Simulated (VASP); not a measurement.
A run of VASP 6.6.1:

POSCAR

```
TiNi
1.0
    2.9708666838      0.0000000000      0.0000000000
    0.0000000000      2.9708666838      0.0000000000
    0.0000000000      0.0000000000      2.9708666838
Ti Ni
1 1
Direct
    0.5000000000      0.5000000000      0.5000000000
    0.0000000000      0.0000000000      0.0000000000
```

File INCAR.step1:

```
SYSTEM = TiNi
PREC = Accurate
ENCUT = 520
EDIFF = 1E-6
ISMEAR = 0
SIGMA = 0.1
LREAL = .FALSE.
LASPH = .TRUE.
NELM = 60
ALGO = Normal
ISIF = 2
LWAVE = .FALSE.
LCHARG = .TRUE.
LMAXMIX = 4
GGA = PS
NBANDS = 18
```

KPOINTS.step1

```
Automatic mesh
0
G
  14 14 14
  0 0 0
```

INCAR.step2

```
SYSTEM = TiNi
PREC = Accurate
ENCUT = 520
EDIFF = 1E-6
ISMEAR = -5
SIGMA = 0.1
LREAL = .FALSE.
LASPH = .TRUE.
NELM = 60
ALGO = Normal
ISIF = 2
LWAVE = .FALSE.
LCHARG = .FALSE.
LMAXMIX = 4
GGA = PS
LORBIT = 11
NBANDS = 18
NEDOS = 1001
ICHARG = 11
```

The input KPOINTS.step2:

```
Automatic mesh
0
G
  21 21 21
  0 0 0
```

Potentials or basis: VASP PAW PBE potentials, release 64 (Ti_sv, Ni).

Launch:

```console
$ cat potpaw_PBE.64/Ti_sv/POTCAR potpaw_PBE.64/Ni/POTCAR > POTCAR
$ cp INCAR.step1 INCAR
$ cp KPOINTS.step1 KPOINTS
$ mpirun -np 1 vasp_std > vasp.out
$ cp INCAR.step2 INCAR
$ cp KPOINTS.step2 KPOINTS
$ mpirun -np 1 vasp_std > vasp.out
```

Hardware: 1 thread of Intel(R) Xeon(R) 6975P-C (Granite Rapids), on a shared host.

Task: How long does it take, and how much memory?

Result: Run time: 43 s on 1 thread of Intel(R) Xeon(R) 6975P-C (Granite Rapids) (shared host), peak memory 0.26 GiB. Counts: k points 286.
